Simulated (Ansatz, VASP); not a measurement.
## Two plane-wave programs on NaSrI3

The input POSCAR:

```
NaSrI3
1.0
    6.5576309766      0.0000000000      0.0000000000
    0.0000000000      6.5576309766      0.0000000000
    0.0000000000      0.0000000000      6.3606739236
Na Sr I
1 1 3
Direct
    0.0000000000      0.0000000000      0.0000000000
    0.5000000000      0.5000000000      0.5000000000
    0.5000000000      0.5000000000      0.0000000000
    0.5000000000      0.0000000000      0.5000000000
    0.0000000000      0.5000000000      0.5000000000
```

Contents of INCAR.step1:

```
PREC = Accurate
ENCUT = 520
EDIFF = 1E-5
ISMEAR = 0
SIGMA = 0.01
LREAL = False
LASPH = True
NELM = 60
ALGO = Normal
ISIF = 2
LWAVE = True
LCHARG = False
NBANDS = 27
GGA = PE
```

File INCAR.step2:

```
PREC = Accurate
ENCUT = 520
EDIFF = 1E-6
ISMEAR = 0
SIGMA = 0.01
LREAL = False
LASPH = True
NELM = 60
ALGO = Normal
ISIF = 2
LWAVE = False
LCHARG = False
GGA = PE
LHFCALC = True
HFSCREEN = 0.2079
PRECFOCK = Fast
NBANDS = 27
ISTART = 1
```

The input KPOINTS:

```
Automatic mesh
0
Gamma
  2 2 2
```

Input for Ansatz:

```yaml
crystal:
  lattice:
    - [6.5576309766, 0.0, 0.0]
    - [0.0, 6.5576309766, 0.0]
    - [0.0, 0.0, 6.3606739236]
  atoms:
    - { symbol: Na, position: [0.0, 0.0, 0.0] }
    - { symbol: Sr, position: [0.5, 0.5, 0.5] }
    - { symbol: I, position: [0.5, 0.5, 0.0] }
    - { symbol: I, position: [0.5, 0.0, 0.5] }
    - { symbol: I, position: [0.0, 0.5, 0.5] }
kpoints:
  mp_grid: { grid: [2, 2, 2] }
  band_path:
    path: [[0.0, 0.0, 0.0], [0.0, 0.5, 0.0], [0.5, 0.5, 0.0], [0.5, 0.5, 0.5]]
    npoints: 1
hamiltonian:
  xc: hse06
scf:
  occupations: { method: fixed }
  n_extra_bands: 5
output:
  forces: true
  stress: true
  eigenvalues: true
```

Change from the starting cell: epitaxial_xy strain +2.5%.

Alike in both runs: task single point; functional HSE06; k mesh 2 × 2 × 2; no spin polarisation.

```csv
,VASP,Ansatz
version,VASP 6.6.1,Ansatz 0.2.0
potentials or method,"VASP PAW PBE potentials, release 64 (Na_pv, Sr_sv, I)","plane waves, PAW"
plane-wave cutoff (eV),520,420
occupations,"gaussian, width 0.01 eV",fixed
valence electrons in the cell,38,70
```

```tsv
	VASP	Ansatz	Ansatz less VASP
gap on the k mesh at the Fermi level (eV)	3.32	3.32	-0.001
pressure (GPa)	-0.4	-0.4	-0.01
traceless stress, the component that is largest in VASP (GPa)	0.55	0.54	-0.002
```

VASP's potentials hold 38 valence electrons a cell and Ansatz's 70, so a difference there can come from the potentials and not from the codes. Ansatz's warnings: stress exchange threshold loose, stress scf threshold loose.

The k mesh is coarse, so the values compare programs but aren't converged. Neither program's run includes spin-orbit coupling.
